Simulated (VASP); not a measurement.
Co: single point with PBE

The system is Co.

```
Co
1.0
     2.45458    0.00000    0.00000
    -1.22729    2.12573    0.00000
     0.00000    0.00000    3.95864
Co
2
Direct
  0.33333 0.66667 0.25000
  0.66667 0.33333 0.75000
```

```json
{"Program": "VASP 6.6.1", "Task": "single point", "Functional": "PBE", "Potentials or basis": "VASP PAW PBE potentials, release 64 (Co)", "Cutoff": "520 eV", "k mesh": "21 × 21 × 10", "Occupations": "gaussian, width 0.1 eV", "Spin": "no spin polarisation"}
```

```json
{
 "Pressure": "-0.7 GPa",
 "Band gap on the k mesh": "zero (band 9 reaches 11.28 eV, above the bottom of band 10 at 9.71 eV)"
}
```

Stress tensor (GPa, compression positive):
```
-0.67  0.00  0.00
 0.00 -0.67  0.00
 0.00  0.00 -0.76
```

Levels at points of the mesh, in eV from the Fermi level:
| k point | band 6 | band 7 | band 8 | band 9 | band 10 | band 11 | band 12 | band 13 |
| --- | --- | --- | --- | --- | --- | --- | --- | --- |
| (0.00, 0.00, 0.00) | -1.53 | -1.53 | -1.16 | -1.16 | -0.06 | 0.09 | 0.09 | 7.31 |
| (0.00, 0.00, 0.50) | -1.98 | -1.98 | -1.98 | -0.25 | -0.25 | -0.25 | -0.25 | 15.88 |

Wall time 87 s on 1 thread of Intel(R) Xeon(R) Platinum 8259CL CPU @ 2.50GHz (Skylake/Cascade Lake), with other jobs on the host, peak memory 0.19 GiB.

Caveat: the run has no spin polarisation, though such a crystal can be magnetic. Spin polarisation is off, so any magnetic state and its effect on volume and gap are missing.
